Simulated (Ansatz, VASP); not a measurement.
**Two plane-wave programs on C**

```xyz
2
Lattice="0.0000 1.7834 1.7834 1.7834 0.0000 1.7834 1.7834 1.7834 0.0000" Properties=species:S:1:pos:R:3 pbc="T T T"
C     2.6751    2.6751    2.6751
C     1.7834    1.7834    1.7834
```

Alike in both runs: task single point; functional LDA; k mesh 13 × 13 × 13; occupations fermi-dirac, width 0.05 eV; no spin polarisation.

|  | VASP | Ansatz |
| --- | --- | --- |
| version | VASP 6.6.1 | Ansatz 0.2.0 |
| potentials or method | VASP PAW LDA potentials, release 64 (C_h) | Ansatz PAW |
| plane-wave cutoff (eV) | 910 | 420 |
| valence electrons in the cell | 8 | 8 |

|  | VASP | Ansatz | Ansatz less VASP |
| --- | --- | --- | --- |
| gap on the k mesh at the Fermi level (eV) | 4.11 | 4.11 | +0.003 |
| least direct gap on the mesh (eV) | 5.54 | 5.54 | -0.004 |

LDA's correlation is that of Perdew and Zunger in VASP and of Perdew and Wang (1992) in Ansatz.

Noted on VASP's run: the cutoff is short for stress, so the pressure is rough. Noted on Ansatz's run: Pulay correction over one GPa; odd divisions of the mesh miss points on the zone boundary, where band edges often lie, so the gap on the mesh can be too wide.
